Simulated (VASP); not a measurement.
# Li in VASP: single point with r2SCAN

Aim: the single point of Li with r2SCAN.

Everything below comes from runs of VASP 6.6.1. Logs are shortened: lines on timing, memory, paths and dates and some standing lists are left out, and cuts for length are marked.

## Step 1: The cell of the first run

The cell holds a slab with vacuum, 28 atoms: a = 10.470 Å, b = 10.470 Å, c = 14.490 Å, α = 90.00°, β = 90.00°, γ = 90.00°.

## Step 2: Single point, r2SCAN

File POSCAR:

```
Li
1.0
   10.4700000000      0.0000000000      0.0000000000
    0.0000000000     10.4700000000      0.0000000000
    0.0000000000      0.0000000000     14.4900000000
Li
28
Direct
    0.0000000000      0.0000000000      0.0690131125
    0.3333333333      0.0000000000      0.0690131125
    0.6666666667      0.0000000000      0.0690131125
    0.0000000000      0.3333333333      0.0690131125
    0.3333333333      0.3333333333      0.0690131125
    0.6666666667      0.3333333333      0.0690131125
    0.0000000000      0.6666666667      0.0690131125
    0.3333333333      0.6666666667      0.0690131125
    0.6666666667      0.6666666667      0.0690131125
    0.1701084050      0.1662538682      0.1988591442
    0.4952362942      0.1663567335      0.2022655625
    0.8337327603      0.1666831901      0.1984336784
    0.1535295129      0.5095436485      0.1856028295
    0.5112537727      0.5080028653      0.1881000000
    0.8329808978      0.4980003820      0.1963940649
    0.1539668577      0.8241764088      0.1857503106
    0.5108581662      0.8256275072      0.1881970324
    0.8328638013      0.8355131805      0.1964293306
    0.0108536772     -0.0016765043      0.3219602484
    0.3273440306     -0.0357380134      0.2906806073
    0.6537251194     -0.0002791786      0.3229912353
    0.0114196753      0.3350603629      0.3217771567
    0.3272270296      0.3688466094      0.2892365079
    0.6536872970      0.3338699140      0.3226052450
    0.0037441261      0.6668393505      0.3190989648
    0.3330125119      0.6662638013      0.3110142857
    0.6625203438      0.6668432665      0.3213769496
    0.3954055396      0.1678760267      0.4067456177
```

File INCAR.step1:

```
PREC     = Accurate       # precision mode
ENCUT    = 520            # plane-wave cutoff, eV
ISMEAR   = 0              # smearing method
SIGMA    = 0.15           # smearing width, eV
LREAL    = Auto         
LASPH    = True           # aspherical terms in the spheres
NELM     = 80             # most SCF steps
NBANDS   = 62             # bands
GGA      = PE             # functional
ALGO     = Normal         # electronic algorithm
EDIFF    = 1E-4           # SCF threshold, eV
LWAVE    = True           # write WAVECAR
LCHARG   = False          # write CHGCAR
```

File INCAR.step2:

```
PREC     = Accurate       # precision mode
ENCUT    = 520            # plane-wave cutoff, eV
EDIFF    = 1E-6           # SCF threshold, eV
ISMEAR   = 0              # smearing method
SIGMA    = 0.15           # smearing width, eV
LREAL    = Auto         
LASPH    = True           # aspherical terms in the spheres
NELM     = 80             # most SCF steps
ALGO     = Normal         # electronic algorithm
ISIF     = 2              # what is computed and relaxed
LWAVE    = False          # write WAVECAR
LCHARG   = False          # write CHGCAR
METAGGA  = R2SCAN         # meta-GGA
LMIXTAU  = True         
NBANDS   = 62             # bands
ISTART   = 1
```

File KPOINTS:

```
Automatic mesh
0
Gamma
  2 2 1
```

Potentials or basis: VASP PAW PBE potentials, release 64 (Li_sv).

Run with:

```bash
> cat potpaw_PBE.64/Li_sv/POTCAR > POTCAR
> cp INCAR.step1 INCAR
> mpirun -np 1 vasp_std > vasp.out
> cp INCAR.step2 INCAR
> mpirun -np 1 vasp_std > vasp.out
```

OUTCAR:

```text
PREC = Accurate
   ENCUT = 520
   EDIFF = 1E-6
   ISMEAR = 0
   LREAL = Auto
   LASPH = True
   NELM = 80
   ISIF = 2
   METAGGA = R2SCAN
   ISTART = 1

 ion  position               nearest neighbor table
   1  0.000  0.000  0.069-
   2  0.333  0.000  0.069-
   3  0.667  0.000  0.069-
   4  0.000  0.333  0.069-
   5  0.333  0.333  0.069-
   6  0.667  0.333  0.069-
[... 20 lines left out ...]
  27  0.663  0.667  0.321-
  28  0.395  0.168  0.407-

  LATTYP: Found a simple tetragonal cell.
 ALAT       =    10.4700000000
 C/A-ratio  =     1.3839541547

  Lattice vectors:

 A1 = (  10.4700000000,   0.0000000000,   0.0000000000)
 A2 = (   0.0000000000,  10.4700000000,   0.0000000000)
 A3 = (   0.0000000000,   0.0000000000,  14.4900000000)

Analysis of symmetry for initial positions (statically):
=====================================================================
 Subroutine PRICEL returns:
 Original cell was already a primitive cell.

 Routine SETGRP: Setting up the symmetry group for a
 simple tetragonal supercell.

 Subroutine GETGRP returns: Found  1 space group operations
 (whereof  1 operations were pure point group operations)
 out of a pool of 16 trial point group operations.

The static configuration has the point symmetry C_1 .

Analysis of symmetry for dynamics (positions and initial velocities):
=====================================================================
 Subroutine PRICEL returns:
 Original cell was already a primitive cell.

 Routine SETGRP: Setting up the symmetry group for a
 simple tetragonal supercell.

 Subroutine GETGRP returns: Found  1 space group operations
 (whereof  1 operations were pure point group operations)
 out of a pool of 16 trial point group operations.

The dynamic configuration has the point symmetry C_1 .

 Subroutine INISYM returns: Found  1 space group operations
 (whereof  1 operations are pure point group operations),
 and found     1 'primitive' translations

----------------------------------------------------------------------------------------

                                     Primitive cell

  volume of cell :    1588.4068

  direct lattice vectors                    reciprocal lattice vectors
    10.470000000  0.000000000  0.000000000     0.095510984  0.000000000  0.000000000
     0.000000000 10.470000000  0.000000000     0.000000000  0.095510984  0.000000000
     0.000000000  0.000000000 14.490000000     0.000000000  0.000000000  0.069013112

  length of vectors
    10.470000000 10.470000000 14.490000000     0.095510984  0.095510984  0.069013112

  position of ions in fractional coordinates (direct lattice)
     0.000000000  0.000000000  0.069013113
     0.333333333  0.000000000  0.069013113
     0.666666667  0.000000000  0.069013113
     0.000000000  0.333333333  0.069013113
     0.333333333  0.333333333  0.069013113
     0.666666667  0.333333333  0.069013113
[... 20 lines left out ...]
     0.662520344  0.666843267  0.321376950
     0.395405540  0.167876027  0.406745618

  ion indices of the primitive-cell ions
   primitive index   ion index
                 1           1
                 2           2
                 3           3
                 4           4
                 5           5
                 6           6
[... 20 lines left out ...]
                27          27
                28          28

----------------------------------------------------------------------------------------

 KPOINTS: Automatic mesh

Automatic generation of k-mesh.
 Grid dimensions read from file:
 generate k-points for:    2    2    1

 Generating k-lattice:

  Cartesian coordinates                     Fractional coordinates (reciprocal lattice)
     0.047755492  0.000000000  0.000000000     0.500000000  0.000000000  0.000000000
     0.000000000  0.047755492  0.000000000     0.000000000  0.500000000  0.000000000
     0.000000000  0.000000000  0.069013112     0.000000000  0.000000000  1.000000000

  Length of vectors
     0.047755492  0.047755492  0.069013112

  Shift w.r.t. Gamma in fractional coordinates (k-lattice)
     0.000000000  0.000000000  0.000000000

 Subroutine IBZKPT returns following result:
 ===========================================

 Found      4 irreducible k-points:

 Following reciprocal coordinates:
            Coordinates               Weight
  0.000000  0.000000  0.000000      1.000000
  0.500000  0.000000  0.000000      1.000000
  0.000000  0.500000  0.000000      1.000000
  0.500000  0.500000  0.000000      1.000000
   k-points           NKPTS =      4   k-points in BZ     NKDIM =      4   number of bands    NBANDS=     62
   number of dos      NEDOS =    301   number of ions     NIONS =     28
   total plane-waves  NPLWV = 691200
   dimension x,y,z NGX =    80 NGY =   80 NGZ =  108
   dimension x,y,z NGXF=   160 NGYF=  160 NGZF=  216
   ions per type =              28
   NGX,Y,Z   is equivalent  to a cutoff of  12.70, 12.70, 12.39 a.u.
   NGXF,Y,Z  is equivalent  to a cutoff of  25.41, 25.41, 24.78 a.u.
 SYSTEM =  unknown system
   PREC   = accura    normal or accurate (medium, high low for compatibility)
   ISTART =      1    job   : 0-new  1-cont  2-samecut
   ICHARG =      0    charge: 1-file 2-atom 10-const
   ISPIN  =      1    spin polarized calculation?
   LNONCOLLINEAR =      F non collinear calculations
   LSORBIT =      F    spin-orbit coupling
   LASPH  =      T    aspherical Exc in radial PAW
   ENCUT  =  520.0 eV  38.22 Ry    6.18 a.u.  19.47 19.47 26.94*2*pi/ulx,y,z
   NELM   =     80;   NELMIN=  2; NELMDL=  0     # of ELM steps
   EDIFF  = 0.1E-05   stopping-criterion for ELM
   LREAL  =      T    real-space projection
   EDIFFG = 0.1E-04   stopping-criterion for IOM
   NSW    =      0    number of steps for IOM
   IBRION =     -1    ionic relax: 0-MD 1-quasi-New 2-CG
   NFREE  =      0    steps in history (QN), initial steepest desc. (CG)
   ISIF   =      2    stress and relaxation
   ISYM   =      2    0-nonsym 1-usesym 2-fastsym
   POTIM  = 0.5000    time-step for ionic-motion
   TEBEG  =    0.0;   TEEND  =   0.0 temperature during run
   PSTRESS=    0.0 pullay stress
   NELECT =      84.0000    total number of electrons
   NUPDOWN=      -1.0000    fix difference up-down
   EMIN   =  10.00;   EMAX   =-10.00  energy-range for DOS
   EFERMI =   0.00;   METHOD = LEGACY
   ISMEAR =     0;   SIGMA  =   0.15  broadening in eV -4-tet -1-fermi 0-gaus
   EFERMI_NEDOS =   21; number of points for ismear=-14 and -15
   IALGO  =     38    algorithm
   IMIX   =      4    mixing-type and parameters
     AMIX     =   0.40;   BMIX     =  1.00
     AMIX_MAG =   1.60;   BMIX_MAG =  1.00
  volume/ion in A,a.u.               =      56.73       382.82
  Fermi-wavevector in a.u.,A,eV,Ry     =   0.614489  1.161216  5.137513  0.377597
  Thomas-Fermi vector in A             =   1.671517
   LORBIT       =      0    0 simple, 1 ext, 2 COOP (PROOUT), +10 PAW based schemes
   METAGGA = R2SCAN    functional components
   LHFCALC =     F    Hartree Fock is set to
   AEXX    =    0.0000 exact exchange contribution
   IVDW    =     0    specifies the selected vdW correction
   LEPSILON=     F    determine dielectric tensor
   LRPA    =     F    only Hartree local field effects (RPA)
 non-spin polarized calculation
 Gauss-broadening in eV      SIGMA  =   0.15
  energy-cutoff  :      520.00
  volume of cell :     1588.41
 maximum number of plane-waves:     42901
 NGX is ok and might be reduce to    80
   NGX = 39   NGY = 39   NGZ = 53

 number of electron      84.0000026 magnetization

 Free energy of the ion-electron system (eV)
  ---------------------------------------------------
  ext. energy  EPLUGINS =         0.00000000
  ---------------------------------------------------
  free energy    TOTEN  =       -60.05054779 eV

  energy without entropy =      -59.91623854  energy(sigma->0) =      -59.98339316

 E-fermi :  -1.4985     XC(G=0):  -3.8215

 val. band max:       -1.4997085884   @ k =   0.0000   0.5000   0.0000
 cond. band min:      -1.3121956689   @ k =   0.0000   0.0000   0.0000
 fundamental gap:      0.1875129195
 Fermi energy:        -1.4985030982

 k-point     1 :       0.0000    0.0000    0.0000
  band No.  band energies     occupation
      1     -51.0258      2.00000
      2     -50.4161      2.00000
      3     -50.4120      2.00000
      4     -50.4075      2.00000
      5     -50.4004      2.00000
      6     -50.4004      2.00000
[... 46 lines left out ...]
     53       0.2378      0.00000
     54       0.3032      0.00000

 k-point     2 :       0.5000    0.0000    0.0000
  band No.  band energies     occupation
      1     -51.0258      2.00000
      2     -50.4161      2.00000
      3     -50.4120      2.00000
      4     -50.4075      2.00000
      5     -50.4004      2.00000
      6     -50.4003      2.00000
[... 46 lines left out ...]
     53      -0.0756      0.00000
     54       0.1232      0.00000

 k-point     3 :       0.0000    0.5000    0.0000
  band No.  band energies     occupation
      1     -51.0258      2.00000
      2     -50.4161      2.00000
      3     -50.4120      2.00000
      4     -50.4075      2.00000
      5     -50.4004      2.00000
      6     -50.4003      2.00000
[... 46 lines left out ...]
     53      -0.0930      0.00000
     54       0.2402      0.00000

 k-point     4 :       0.5000    0.5000    0.0000
  band No.  band energies     occupation
      1     -51.0258      2.00000
      2     -50.4161      2.00000
      3     -50.4120      2.00000
      4     -50.4075      2.00000
      5     -50.4004      2.00000
      6     -50.4003      2.00000
[... 46 lines left out ...]
     53      -0.3871      0.00000
     54      -0.3432      0.00000
 [bands above 54 left out]

------------------------ aborting loop because EDIFF is reached ----------------------------------------

  FORCE on cell =-STRESS in cart. coord.  units (eV):
  Direction    XX          YY          ZZ          XY          YZ          ZX
  --------------------------------------------------------------------------------------
  -------------------------------------------------------------------------------------
  Total       -7.4911820     -5.9698702     -0.5538169     -0.0304211      0.0161709      0.2759431
  in kB       -7.5561259     -6.0216252     -0.5586182     -0.0306848      0.0163110      0.2783353
  external PRESSURE =      -4.7121231 kB  Pullay stress =       0.0000000 kB

 VOLUME and BASIS-vectors are now :
 -----------------------------------------------------------------------------
  energy-cutoff  :      520.00
  volume of cell :     1588.41
      direct lattice vectors                 reciprocal lattice vectors
    10.470000000  0.000000000  0.000000000     0.095510984  0.000000000  0.000000000
     0.000000000 10.470000000  0.000000000     0.000000000  0.095510984  0.000000000
     0.000000000  0.000000000 14.490000000     0.000000000  0.000000000  0.069013112

 POSITION                                       TOTAL-FORCE (eV/Angst)
 -----------------------------------------------------------------------------------
      0.00000      0.00000      1.00000        -0.003965      0.036989      0.036172
      3.49000      0.00000      1.00000         0.023656     -0.043487     -0.000130
      6.98000      0.00000      1.00000        -0.021399      0.042836     -0.003370
      0.00000      3.49000      1.00000        -0.003673     -0.012174     -0.004868
      3.49000      3.49000      1.00000        -0.011438      0.039058      0.037213
      6.98000      3.49000      1.00000         0.008187     -0.030000      0.046384
[... 20 lines left out ...]
      6.93659      6.98185      4.65675         0.005072     -0.018220     -0.022531
      4.13990      1.75766      5.89374         0.076658     -0.021744      0.023326
 -----------------------------------------------------------------------------------
    total drift:                               -0.072592     -0.095456     -0.045380

  FREE ENERGIE OF THE ION-ELECTRON SYSTEM (eV)
  ---------------------------------------------------
  free  energy   TOTEN  =       -60.0505477850 eV

  energy  without entropy=      -59.9162385430  energy(sigma->0) =      -59.98339316
```

It took 35 min on 1 thread of Intel Xeon 6975P-C (Granite Rapids), shared host; peak memory 1.5 GiB.

What came out:

```yaml
Free_energy: -60.0505 eV
Largest_force: 0.214 eV/Å
Band_gap_on_the_k_mesh: zero (bands 42 and 43 overlap by 0.18 eV)
```

Forces on the atoms (eV/Å):
```
Li  -0.004  0.037  0.036
Li   0.024 -0.043  0.000
Li  -0.021  0.043 -0.003
Li  -0.004 -0.012 -0.005
Li  -0.011  0.039  0.037
Li   0.008 -0.030  0.046
Li  -0.132 -0.026 -0.166
Li   0.009  0.006  0.066
Li   0.098 -0.006 -0.085
Li   0.045 -0.043  0.009
Li   0.025 -0.003  0.010
Li   0.016 -0.014  0.044
Li   0.028  0.011  0.012
Li  -0.019  0.017 -0.003
Li  -0.012  0.030  0.024
Li  -0.028 -0.025 -0.014
Li  -0.020  0.019  0.002
Li  -0.001  0.019  0.027
Li  -0.021 -0.029 -0.034
Li   0.025  0.015  0.027
Li  -0.025 -0.013 -0.005
Li  -0.021  0.006 -0.010
Li  -0.005  0.014 -0.013
Li  -0.002  0.021  0.010
Li  -0.027 -0.025  0.018
Li  -0.005  0.031 -0.030
Li   0.005 -0.018 -0.023
Li   0.077 -0.022  0.023
```

Levels at points of the mesh, in eV from the Fermi level:
| k point | band 38 | band 39 | band 40 | band 41 | band 42 | band 43 | band 44 | band 45 | band 46 | band 47 |
| --- | --- | --- | --- | --- | --- | --- | --- | --- | --- | --- |
| (0.00, 0.00, 0.00) | -0.81 | -0.52 | -0.39 | -0.38 | -0.29 | 0.19 | 0.69 | 0.76 | 0.85 | 0.88 |
| (0.50, 0.00, 0.00) | -0.48 | -0.21 | -0.11 | -0.04 | -0.02 | 0.37 | 0.42 | 0.44 | 0.47 | 0.52 |
| (0.00, 0.50, 0.00) | -0.49 | -0.17 | -0.11 | -0.09 | 0.00 | 0.35 | 0.42 | 0.47 | 0.48 | 0.54 |
| (0.50, 0.50, 0.00) | -0.39 | -0.37 | -0.36 | -0.25 | -0.21 | -0.18 | -0.14 | 0.58 | 0.73 | 0.76 |

Caveat: the cutoff is under 1.25 times the usual one of these potentials, so pressure, stress and relaxed cells hold a basis-set (Pulay) error; there is no dipole correction, which matters where the two faces differ; the PAW data sets were made with another functional, which shifts forces and pressure a little.

The gap in the log of VASP goes by the Fermi energy; the results here count the filled bands.